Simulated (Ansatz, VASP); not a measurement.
# Y3N: VASP beside Ansatz

The input INCAR:

```
PREC = Accurate ; ENCUT = 600
EDIFF = 1E-6 ; ISMEAR = -1
SIGMA = 0.05 ; LREAL = False
LASPH = True ; NELM = 60
ALGO = Normal ; ISIF = 3
LWAVE = False ; LCHARG = False
GGA = PE ; IBRION = 2
NSW = 70 ; EDIFFG = -0.005
```

File KPOINTS:

```
regular mesh
0
Gamma
  8 8 8
```

POSCAR

```
Y3N
1.0
    4.6094638181      0.0000000000      0.0000000000
    0.0000000000      4.6094638181      0.0000000000
    0.0000000000      0.0000000000      4.6094638181
N Y
1 3
Direct
    0.0000000000      0.0000000000      0.0000000000
    0.0000000000      0.5000000000      0.5000000000
    0.5000000000      0.0000000000      0.5000000000
    0.5000000000      0.5000000000      0.0000000000
```

Input for Ansatz:

```yaml
crystal:
  lattice:
    - [4.6094638181, 0.0, 0.0]
    - [0.0, 4.6094638181, 0.0]
    - [0.0, 0.0, 4.6094638181]
  atoms:
    - { symbol: "N", position: [0.0, 0.0, 0.0] }
    - { symbol: "Y", position: [0.0, 0.5, 0.5] }
    - { symbol: "Y", position: [0.5, 0.0, 0.5] }
    - { symbol: "Y", position: [0.5, 0.5, 0.0] }
kpoints:
  mp_grid: { grid: [8, 8, 8] }
scf:
  occupations: { method: fermi_dirac, width: 0.05 }
hamiltonian:
  xc: pbe
  pseudopotentials: { kind: paw }
output:
  forces: true
  stress: true
  write_density: true
  write_potential: true
  elf: true
  volumetric_format: npy
relax:
  f_tol: 0.005
  max_steps: 50
  cell: {}
```

Alike in both runs: task relaxation of cell and atoms; functional PBE; k mesh 8 × 8 × 8; occupations fermi-dirac, width 0.05 eV; no spin polarisation.

|  | VASP | Ansatz |
| --- | --- | --- |
| version | VASP 6.6.1 | Ansatz 0.2.0 |
| potentials or method | VASP PAW PBE potentials, release 64 (N, Y_sv) | PAW with Ansatz's default frozen-core files, scalar-relativistic |
| plane-wave cutoff (eV) | 600 | 420 |
| valence electrons in the cell | 38 | 38 |

|  | VASP | Ansatz | Ansatz less VASP |
| --- | --- | --- | --- |
| relaxed volume (Å³/atom) | 21.64 | 21.69 | +0.048 |
| relaxed cell length with the largest relative difference (Å) | 4.424 | 4.427 | +0.0033 |

Noted on VASP's run: too few bands were computed for a metal, which touches its energy and stress.
